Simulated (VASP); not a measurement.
# Mo (I4/mmm) in VASP: further runs

The runs below take Mo through single point, with PBE.

Everything below comes from runs of VASP 6.6.1. Logs are shortened: lines on timing, memory, paths and dates and some standing lists are left out, and cuts for length are marked.

### 1 The cell of the first run

It takes space group I4/mmm (No. 139, tetragonal). The conventional cell has a = 3.142 Å, b = 3.142 Å, c = 2.985 Å, α = 90.00°, β = 90.00°, γ = 90.00°. Mo (site symmetry 4/mmm) has 14 Mo at 2.68 to 3.14 Å within 3.5 Å.

### 2 Single point, PBE (strain -0.0500 x Voigt [0, 0, 1, 0, 0, 0])

INCAR

```
PREC = Accurate
ENCUT = 520
EDIFF = 1E-6
ISMEAR = 0
SIGMA = 0.15
LREAL = F
LASPH = T
NELM = 100
ALGO = Fast
ISIF = 2
LWAVE = F
LCHARG = T
GGA = PE
LELF = T
LVHAR = T
NBANDS = 13
```

KPOINTS

```
Automatic mesh
0
Gamma
  22 22 22
```

POSCAR

```
Mo
1.0
   -1.5710000000      1.5710000000      1.4924500000
    1.5710000000     -1.5710000000      1.4924500000
    1.5710000000      1.5710000000     -1.4924500000
Mo
1
Direct
    0.0000000000      0.0000000000      0.0000000000
```

Potentials or basis: VASP PAW PBE potentials, release 64 (Mo_sv).

On the command line:

```sh
cat potpaw_PBE.64/Mo_sv/POTCAR > POTCAR
mpirun -np 1 vasp_std > vasp.out
```

OUTCAR:

```text
PREC = Accurate
   ENCUT = 520
   EDIFF = 1E-6
   ISMEAR = 0
   LREAL = F
   LASPH = T
   NELM = 100
   ISIF = 2
   GGA = PE

 ion  position               nearest neighbor table
   1  0.000  0.000  0.000-

  LATTYP: Found a body centered tetragonal cell.
 ALAT       =     3.1420000000
 C/A-ratio  =     0.9500000000

  Lattice vectors:

 A1 = (  -1.5710000000,   1.5710000000,   1.4924500000)
 A2 = (   1.5710000000,  -1.5710000000,   1.4924500000)
 A3 = (   1.5710000000,   1.5710000000,  -1.4924500000)

Analysis of symmetry for initial positions (statically):
=====================================================================
 Subroutine PRICEL returns:
 Original cell was already a primitive cell.

 Routine SETGRP: Setting up the symmetry group for a
 body centered tetragonal supercell.

 Subroutine GETGRP returns: Found 16 space group operations
 (whereof 16 operations were pure point group operations)
 out of a pool of 16 trial point group operations.

The static configuration has the point symmetry D_4h.

Analysis of symmetry for dynamics (positions and initial velocities):
=====================================================================
 Subroutine PRICEL returns:
 Original cell was already a primitive cell.

 Routine SETGRP: Setting up the symmetry group for a
 body centered tetragonal supercell.

 Subroutine GETGRP returns: Found 16 space group operations
 (whereof 16 operations were pure point group operations)
 out of a pool of 16 trial point group operations.

The dynamic configuration has the point symmetry D_4h.

 Subroutine INISYM returns: Found 16 space group operations
 (whereof 16 operations are pure point group operations),
 and found     1 'primitive' translations

----------------------------------------------------------------------------------------

                                     Primitive cell

  volume of cell :      14.7337

  direct lattice vectors                    reciprocal lattice vectors
    -1.571000000  1.571000000  1.492450000     0.000000000  0.318268619  0.335019599
     1.571000000 -1.571000000  1.492450000     0.318268619  0.000000000  0.335019599
     1.571000000  1.571000000 -1.492450000     0.318268619  0.318268619  0.000000000

  length of vectors
     2.676469503  2.676469503  2.676469503     0.462096359  0.462096359  0.450099797

  position of ions in fractional coordinates (direct lattice)
     0.000000000  0.000000000  0.000000000

  ion indices of the primitive-cell ions
   primitive index   ion index
                 1           1

----------------------------------------------------------------------------------------

 KPOINTS: Automatic mesh

Automatic generation of k-mesh.
 Grid dimensions read from file:
 generate k-points for:   22   22   22

 Generating k-lattice:

  Cartesian coordinates                     Fractional coordinates (reciprocal lattice)
     0.000000000  0.014466755  0.015228164     0.045454545  0.000000000  0.000000000
     0.014466755  0.000000000  0.015228164     0.000000000  0.045454545  0.000000000
     0.014466755  0.014466755  0.000000000     0.000000000  0.000000000  0.045454545

  Length of vectors
     0.021004380  0.021004380  0.020459082

  Shift w.r.t. Gamma in fractional coordinates (k-lattice)
     0.000000000  0.000000000  0.000000000

 Subroutine IBZKPT returns following result:
 ===========================================

 Found    834 irreducible k-points:

 Following reciprocal coordinates:
            Coordinates               Weight
  0.000000  0.000000  0.000000      1.000000
  0.045455  0.000000  0.000000      8.000000
  0.090909  0.000000  0.000000      8.000000
  0.136364  0.000000  0.000000      8.000000
  0.181818  0.000000  0.000000      8.000000
  0.227273  0.000000 -0.000000      8.000000
[... 16 lines left out ...]
  0.500000  0.045455 -0.000000     16.000000
 -0.454545  0.045455  0.000000     16.000000
 [... further k-points ...]
   k-points           NKPTS =    834   k-points in BZ     NKDIM =    834   number of bands    NBANDS=     13
   number of dos      NEDOS =    301   number of ions     NIONS =      1
   total plane-waves  NPLWV =   8000
   dimension x,y,z NGX =    20 NGY =   20 NGZ =   20
   dimension x,y,z NGXF=    40 NGYF=   40 NGZF=   40
   ions per type =               1
   NGX,Y,Z   is equivalent  to a cutoff of  12.42, 12.42, 12.42 a.u.
   NGXF,Y,Z  is equivalent  to a cutoff of  24.85, 24.85, 24.85 a.u.
 SYSTEM =  unknown system
   PREC   = accura    normal or accurate (medium, high low for compatibility)
   ISTART =      0    job   : 0-new  1-cont  2-samecut
   ICHARG =      2    charge: 1-file 2-atom 10-const
   ISPIN  =      1    spin polarized calculation?
   LNONCOLLINEAR =      F non collinear calculations
   LSORBIT =      F    spin-orbit coupling
   LASPH  =      T    aspherical Exc in radial PAW
   ENCUT  =  520.0 eV  38.22 Ry    6.18 a.u.   4.98  4.98  4.98*2*pi/ulx,y,z
   NELM   =    100;   NELMIN=  2; NELMDL= -5     # of ELM steps
   EDIFF  = 0.1E-05   stopping-criterion for ELM
   LREAL  =      F    real-space projection
   EDIFFG = 0.1E-04   stopping-criterion for IOM
   NSW    =      0    number of steps for IOM
   IBRION =     -1    ionic relax: 0-MD 1-quasi-New 2-CG
   NFREE  =      0    steps in history (QN), initial steepest desc. (CG)
   ISIF   =      2    stress and relaxation
   ISYM   =      2    0-nonsym 1-usesym 2-fastsym
   POTIM  = 0.5000    time-step for ionic-motion
   TEBEG  =    0.0;   TEEND  =   0.0 temperature during run
   PSTRESS=    0.0 pullay stress
   NELECT =      14.0000    total number of electrons
   NUPDOWN=      -1.0000    fix difference up-down
   EMIN   =  10.00;   EMAX   =-10.00  energy-range for DOS
   EFERMI =   0.00;   METHOD = LEGACY
   ISMEAR =     0;   SIGMA  =   0.15  broadening in eV -4-tet -1-fermi 0-gaus
   EFERMI_NEDOS =   21; number of points for ismear=-14 and -15
   IALGO  =     68    algorithm
   IMIX   =      4    mixing-type and parameters
     AMIX     =   0.40;   BMIX     =  1.00
     AMIX_MAG =   1.60;   BMIX_MAG =  1.00
  volume/ion in A,a.u.               =      14.73        99.43
  Fermi-wavevector in a.u.,A,eV,Ry     =   1.609460  3.041438 35.243998  2.590361
  Thomas-Fermi vector in A             =   2.705166
   LORBIT       =      0    0 simple, 1 ext, 2 COOP (PROOUT), +10 PAW based schemes
   GGA     = PE    functional components
   LHFCALC =     F    Hartree Fock is set to
   AEXX    =    0.0000 exact exchange contribution
   IVDW    =     0    specifies the selected vdW correction
   LEPSILON=     F    determine dielectric tensor
   LRPA    =     F    only Hartree local field effects (RPA)
 non-spin polarized calculation
 RMM-DIIS sequential band-by-band and
 Gauss-broadening in eV      SIGMA  =   0.15
  energy-cutoff  :      520.00
  volume of cell :       14.73
 maximum number of plane-waves:       418
   NGX =  9   NGY =  9   NGZ =  9

 number of electron      14.0000000 magnetization

 Free energy of the ion-electron system (eV)
  ---------------------------------------------------
  ext. energy  EPLUGINS =         0.00000000
  ---------------------------------------------------
  free energy    TOTEN  =       -10.84080474 eV

  energy without entropy =      -10.83389508  energy(sigma->0) =      -10.83734991

 E-fermi :  13.5804     XC(G=0): -13.7262

 val. band max:       13.5750310751   @ k =  -0.4545   0.4545   0.2727
 cond. band min:      13.5822211926   @ k =   0.5000   0.5000   0.1818
 fundamental gap:      0.0071901175
 Fermi energy:        13.5804413207

 k-point     1 :       0.0000    0.0000    0.0000
  band No.  band energies     occupation
      1     -47.7210      2.00000
      2     -20.8455      2.00000
      3     -20.8455      2.00000
      4     -20.8187      2.00000
      5       6.1516      2.00000
      6      11.6768      2.00000
      7      12.3348      2.00000
      8      12.3348      2.00000
      9      14.8794      0.00000
     10      15.7406      0.00000
     11      28.1679      0.00000
     12      28.1679      0.00000
     13      29.2264      0.00000

 k-point     2 :       0.0455    0.0000    0.0000
  band No.  band energies     occupation
      1     -47.7143      2.00000
      2     -20.8728      2.00000
      3     -20.8571      2.00000
      4     -20.8293      2.00000
      5       6.2524      2.00000
      6      11.6924      2.00000
      7      12.3187      2.00000
      8      12.3511      2.00000
      9      14.8701      0.00000
     10      15.6672      0.00000
     11      28.3299      0.00000
     12      28.3413      0.00000
     13      29.3497      0.00000

 k-point     3 :       0.0909    0.0000    0.0000
  band No.  band energies     occupation
      1     -47.6945      2.00000
      2     -20.9764      2.00000
      3     -20.8909      2.00000
      4     -20.8356      2.00000
      5       6.5440      2.00000
      6      11.6497      2.00000
      7      12.2596      2.00000
      8      12.4968      2.00000
      9      14.8432      0.00000
     10      15.5034      0.00000
     11      28.7250      0.00000
     12      28.8503      0.00000
     13      29.7109      0.00000
[... 305 lines left out ...]
 k-point    23 :       0.5000    0.0455   -0.0000
  band No.  band energies     occupation
      1     -47.3784      2.00000
      2     -22.4949      2.00000
      3     -21.4005      2.00000
      4     -20.8966      2.00000
      5       7.9283      2.00000
      6       9.7063      2.00000
      7      15.0799      0.00000
      8      15.4778      0.00000
      9      16.6482      0.00000
     10      18.8911      0.00000
     11      25.7404      0.00000
     12      26.4116      0.00000
     13      31.2536      0.00000

 k-point    24 :      -0.4545    0.0455    0.0000
  band No.  band energies     occupation
      1     -47.3928      2.00000
      2     -22.4319      2.00000
      3     -21.3791      2.00000
      4     -20.8933      2.00000
      5       8.0165      2.00000
      6       9.7830      2.00000
      7      14.6251      0.00000
      8      15.4668      0.00000
      9      16.4342      0.00000
     10      18.4455      0.00000
     11      25.9621      0.00000
     12      27.0501      0.00000
     13      31.8889      0.00000

 [... further k-points ...]
[... 5 lines left out ...]
  --------------------------------------------------------------------------------------
  -------------------------------------------------------------------------------------
  Total        1.4477055      1.4477055      3.1163796      0.0000000      0.0000000      0.0000000
  in kB      157.4267909    157.4267909    338.8822221      0.0000000      0.0000000      0.0000000
  external PRESSURE =     217.9119346 kB  Pullay stress =       0.0000000 kB

 VOLUME and BASIS-vectors are now :
 -----------------------------------------------------------------------------
  energy-cutoff  :      520.00
  volume of cell :       14.73
      direct lattice vectors                 reciprocal lattice vectors
    -1.571000000  1.571000000  1.492450000     0.000000000  0.318268619  0.335019599
     1.571000000 -1.571000000  1.492450000     0.318268619  0.000000000  0.335019599
     1.571000000  1.571000000 -1.492450000     0.318268619  0.318268619  0.000000000

 POSITION                                       TOTAL-FORCE (eV/Angst)
 -----------------------------------------------------------------------------------
      0.00000      0.00000      0.00000        -0.000000     -0.000000      0.000000
 -----------------------------------------------------------------------------------
    total drift:                                0.000000     -0.000000      0.000000

  FREE ENERGIE OF THE ION-ELECTRON SYSTEM (eV)
  ---------------------------------------------------
  free  energy   TOTEN  =       -10.8408047443 eV

  energy  without entropy=      -10.8338950833  energy(sigma->0) =      -10.83734991
```

Run time: 86 s. Hardware: 1 thread of Intel Xeon 6975P-C, shared host; peak memory 0.25 GiB.

What came out:

```
Free energy            : -10.8408 eV
Pressure               : 21.8 GPa
Band gap on the k mesh : zero (band 7 reaches 17.84 eV, above the bottom of band 8 at 12.17 eV)
```

Levels at points of the mesh, in eV from the Fermi level:
```csv
k point,band 3,band 4,band 5,band 6,band 7,band 8,band 9,band 10,band 11,band 12
"(0.00, 0.00, 0.00)",-34.43,-34.40,-7.43,-1.90,-1.25,-1.25,1.30,2.16,14.59,14.59
"(0.50, 0.00, 0.00)",-34.97,-34.46,-5.73,-3.91,1.87,2.03,2.88,5.18,12.03,12.77
"(0.50, 0.50, 0.00)",-34.88,-34.40,-5.63,-3.23,1.26,1.57,2.24,5.07,12.19,12.25
"(0.50, 0.50, 0.50)",-35.63,-35.44,-5.99,-5.85,4.26,4.26,4.46,9.09,9.09,10.45
```

Caveat: the cell differs from its parent crystal (strain -0.0500 x Voigt [0, 0, 1, 0, 0, 0]).

### 3 Single point, PBE (strain -0.0250 x Voigt [0, 0, 1, 0, 0, 0])

INCAR

```
SYSTEM = Mo
PREC = Accurate
ENCUT = 520
EDIFF = 1E-7
ISMEAR = 0
SIGMA = 0.15
LREAL = .False.
LASPH = .True.
NELM = 80
ALGO = Fast
ISIF = 2
LWAVE = .False.
LCHARG = .False.
GGA = PE
NBANDS = 13
```

KPOINTS

```
Automatic mesh
0
Gamma
  22 22 22
  0 0 0
```

POSCAR

```
Mo
1.0
   -1.5710000000      1.5710000000      1.5317250000
    1.5710000000     -1.5710000000      1.5317250000
    1.5710000000      1.5710000000     -1.5317250000
Mo
1
Direct
    0.0000000000      0.0000000000      0.0000000000
```

Potentials or basis: VASP PAW PBE potentials, release 64 (Mo_sv).

On the command line:

```sh
cat potpaw_PBE.64/Mo_sv/POTCAR > POTCAR
mpirun -np 1 vasp_std > vasp.out
```

Wall time 1.9 min (1 thread of Intel Xeon 6975P-C, shared host); peak memory 0.26 GiB.

The run converged. Its results:

```
Free energy            : -10.9040 eV
Pressure               : 12.9 GPa
Band gap on the k mesh : zero (band 7 reaches 17.28 eV, above the bottom of band 8 at 11.79 eV)
```

Stress tensor (GPa, compression positive):
```
10.13  0.00  0.00
 0.00 10.13  0.00
 0.00  0.00 18.55
```

Levels at points of the mesh, in eV from the Fermi level:
```csv
k point,band 5,band 6,band 7,band 8,band 9,band 10
"(0.00, 0.00, 0.00)",-7.34,-1.63,-1.32,-1.32,1.52,1.92
"(0.50, 0.00, 0.00)",-5.54,-3.67,1.83,1.84,2.56,5.00
"(0.50, 0.50, 0.00)",-5.50,-3.34,1.51,1.62,2.30,4.94
"(0.50, 0.50, 0.50)",-5.73,-5.66,4.15,4.15,4.24,9.11
```

Caveat: the cell differs from its parent crystal (strain -0.0250 x Voigt [0, 0, 1, 0, 0, 0]).

(Part 1 of 2 ends here.)
